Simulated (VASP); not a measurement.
Set up this calculation in VASP 6.6.1, as the native input.

```yaml
Task: relaxation of cell and atoms
Functional: r2SCAN
Potentials_or_basis: VASP PAW PBE potentials, release 64 (B, As, In_d)
Cutoff: 600 eV
k_mesh: 6 × 6 × 6
Occupations: fermi-dirac, width 0.02 eV
Spin: no spin polarisation
Dipole_correction: no
Further_INCAR_settings: ALGO = Normal; EDIFF = 1e-06; IBRION = 2; EDIFFG = -0.005; NSW = 80; ISIF = 3
```

The system is InBAs2.

```xyz
8
Lattice="-2.8018 2.8018 5.1689 2.8018 -2.8018 5.1689 2.8018 2.8018 -5.1689" Properties=species:S:1:pos:R:3 pbc="T T T"
B     0.0000    0.0000    0.0000
B     0.0000    2.8018    2.5844
As    0.9598    1.4009    1.2922
As    1.4009   -1.8420    3.8767
As    1.8420    1.4009    6.4611
As   -1.4009    1.8420    3.8767
In    0.0000    0.0000    5.1689
In    2.8018    0.0000    2.5844
```

One way to write it, as run:

POSCAR

```
InBAs2
1.0
   -2.8018027281      2.8018027281      5.1688945832
    2.8018027281     -2.8018027281      5.1688945832
    2.8018027281      2.8018027281     -5.1688945832
B As In
2 4 2
Direct
    0.0000000000      0.0000000000      0.0000000000
    0.7500000000      0.2500000000      0.5000000000
    0.3750000000      0.2962813379      0.4212813379
    0.0462813379      0.6250000000     -0.0787186621
    0.8750000000      0.9537186621      0.5787186621
    0.7037186621      0.1250000000      0.0787186621
    0.5000000000      0.5000000000      0.0000000000
    0.2500000000      0.7500000000      0.5000000000
```

INCAR.step1

```
PREC = Accurate
ENCUT = 600
ISMEAR = -1
SIGMA = 0.02
LREAL = F
LASPH = T
NELM = 60
GGA = PE
ALGO = Normal
EDIFF = 1E-4
LWAVE = T
LCHARG = F
```

INCAR.step2

```
PREC = Accurate
ENCUT = 600
EDIFF = 1E-6
ISMEAR = -1
SIGMA = 0.02
LREAL = F
LASPH = T
NELM = 60
ALGO = Normal
ISIF = 3
LWAVE = F
LCHARG = F
METAGGA = R2SCAN
LMIXTAU = T
IBRION = 2
NSW = 80
EDIFFG = -0.005
ISTART = 1
```

KPOINTS

```
regular mesh
0
Gamma
  6 6 6
```

Potentials or basis: VASP PAW PBE potentials, release 64 (B, As, In_d).

Command:

```console
$ cat potpaw_PBE.64/B/POTCAR potpaw_PBE.64/As/POTCAR potpaw_PBE.64/In_d/POTCAR > POTCAR
$ cp INCAR.step1 INCAR
$ mpirun -np 1 vasp_std > vasp.out
$ cp INCAR.step2 INCAR
$ mpirun -np 1 vasp_std > vasp.out
```

It gave:

- Relaxed volume: 19.86 Å³/atom
- Relaxed cell: a = 6.471 Å, b = 6.471 Å, c = 6.471 Å, α = 129.11°, β = 129.11°, γ = 74.84°
- Space group after relaxing (to 0.1 Å): I-42d (No. 122)
- Energy gained by relaxing: 3.2 meV/atom
- Ionic steps: 7
- Pressure after relaxing: 0.0 GPa
- Band gap on the k mesh: 1.00 eV (least direct gap 1.04 eV)

Caveat: the PAW data sets were made with another functional, which shifts forces and pressure a little; spin-orbit coupling is left out, which moves the levels of the heavy elements.

Wall time 2.2 h on 1 thread of AMD EPYC 9755 128-Core Processor, on a shared host, peak memory 0.51 GiB.
